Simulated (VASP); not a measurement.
Input of a VASP 6.6.1 run:

The input POSCAR:

```
WSe2
1.0
    3.3101441211      0.0000000000      0.0000000000
   -1.6550720606      2.8666688991      0.0000000000
    0.0000000000      0.0000000000     13.5566574089
W Se
2 4
Direct
    0.3333333333      0.6666666667      0.2500000000
    0.6666666667      0.3333333333      0.7500000000
    0.3333333333      0.6666666667      0.6273030742
    0.6666666667      0.3333333333      0.1273030740
    0.3333333333      0.6666666667      0.8726969258
    0.6666666667      0.3333333333      0.3726969260
```

File INCAR.step1:

```
PREC = Accurate
ENCUT = 550
ISMEAR = 0
SIGMA = 0.05
LREAL = F
LASPH = T
NELM = 200
ISPIN = 2
MAGMOM = 0.05 -0.05 0 0 0 0
LMAXMIX = 4
NBANDS = 39
GGA = PE
ALGO = Normal
EDIFF = 1E-5
LWAVE = T
LCHARG = F
GGA_COMPAT = F
```

INCAR.step2

```
PREC = Accurate
ENCUT = 550
EDIFF = 1E-6
ISMEAR = 0
SIGMA = 0.05
LREAL = F
LASPH = T
NELM = 200
ALGO = Normal
ISIF = 2
LWAVE = F
LCHARG = F
ISPIN = 2
MAGMOM = 0.05 -0.05 0 0 0 0
LORBIT = 11
LMAXMIX = 4
METAGGA = R2SCAN
LMIXTAU = T
NBANDS = 39
ISTART = 1
GGA_COMPAT = F
```

The input KPOINTS:

```
regular mesh
0
Gamma
  8 8 2
```

Potentials or basis: VASP PAW PBE potentials, release 64 (W_sv, Se).

Command:

```bash
$ cat potpaw_PBE.64/W_sv/POTCAR potpaw_PBE.64/Se/POTCAR > POTCAR
$ cp INCAR.step1 INCAR
$ mpirun -np 1 vasp_std > vasp.out
$ cp INCAR.step2 INCAR
$ mpirun -np 1 vasp_std > vasp.out
```

Task: What does it give for the largest force?

Result: 0.032 eV/Å.

Task: Predict the band gap on the k mesh.

Result: 1.40 eV (least direct gap 1.98 eV).

Task: What does it give for the net moment?

Result: 0.00 μB per cell.

Stress tensor (GPa, compression positive):
```
0.69 0.00 0.00
0.00 0.69 0.00
0.00 0.00 0.55
```

Caveat: the PAW data sets were made with another functional, which shifts forces and pressure a little; spin-orbit coupling is left out, which moves the levels of the heavy elements.

**Measured values to compare with.**

From “Time-resolved XUV ARPES with tunable 24–33 eV laser pulses at 30 meV resolution”, 2019, pmc:6684652, for a bulk crystal of WSe2: band gap 1.3 eV (indirect).

Measured gap of WSe2: 1.3 eV (indirect; “Time-resolved XUV ARPES with tunable 24–33 eV laser pulses at 30 meV resolution”, 2019, pmc:6684652). This calculation gives 1.40 eV (+0.10 eV). Spin-orbit coupling on Se, W is left out. The value is that of r2SCAN on a finite k mesh, which can miss the band edges, without temperature or zero-point motion.
